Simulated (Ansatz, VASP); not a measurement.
## One calculation of BAs, two programs

The input INCAR:

```
SYSTEM = BAs
PREC     = Accurate       ! precision mode
ENCUT    = 520            ! plane-wave cutoff, eV
EDIFF    = 1E-6           ! SCF threshold, eV
ISMEAR   = -1             ! smearing method
SIGMA    = 0.05           ! smearing width, eV
LREAL    = .False.        ! projectors in reciprocal space
LASPH    = .True.         ! aspherical terms in the spheres
NELM     = 100            ! most SCF steps
ALGO     = Normal         ! electronic algorithm
ISIF     = 2              ! what is computed and relaxed
LWAVE    = .False.        ! write WAVECAR
LCHARG   = .False.        ! write CHGCAR
GGA      = PS             ! functional
NBANDS   = 11             ! bands
```

Contents of KPOINTS:

```
Automatic mesh
0
Gamma
  14 14 14
  0 0 0
```

POSCAR

```
BAs
1.0
    0.0000000000      2.2843538476      2.2843538476
    2.2843538476      0.0000000000      2.2843538476
    2.2843538476      2.2843538476      0.0000000000
B As
1 1
Direct
    0.0000000000      0.0000000000      0.0000000000
    0.2500000000      0.2500000000      0.2500000000
```

Input for Ansatz:

```yaml
crystal:
  lattice:
    - [0.0, 2.2843538476, 2.2843538476]
    - [2.2843538476, 0.0, 2.2843538476]
    - [2.2843538476, 2.2843538476, 0.0]
  atoms:
    - { symbol: B, position: [0.0, 0.0, 0.0] }
    - { symbol: As, position: [0.25, 0.25, 0.25] }
kpoints:
  mp_grid: { grid: [14, 14, 14] }
scf:
  occupations: { method: fermi_dirac, width: 0.05 }
hamiltonian:
  xc: pbesol
  pseudopotentials: { kind: all_electron, datasets: crystal }
output:
  forces: true
  stress: true
  eigenvalues: true
```

Change from the starting cell: volume scaled by 0.88, crystal datasets.

Alike in both runs: task single point; functional PBEsol; k mesh 14 × 14 × 14; occupations fermi-dirac, width 0.05 eV; no spin polarisation.

```csv
,VASP,Ansatz
version,VASP 6.6.1,Ansatz 0.2.0
potentials or method,"VASP PAW PBE potentials, release 64 (B, As), cutoff 520 eV","all-electron PAW with datasets made for the crystal, scalar-relativistic"
```

|  | VASP | Ansatz | Ansatz less VASP |
| --- | --- | --- | --- |
| pressure (GPa) | 24.8 | 23.2 | -1.61 |

VASP's potentials were made for PBE, not for PBEsol. Ansatz ran all-electron here, and VASP with PAW potentials.
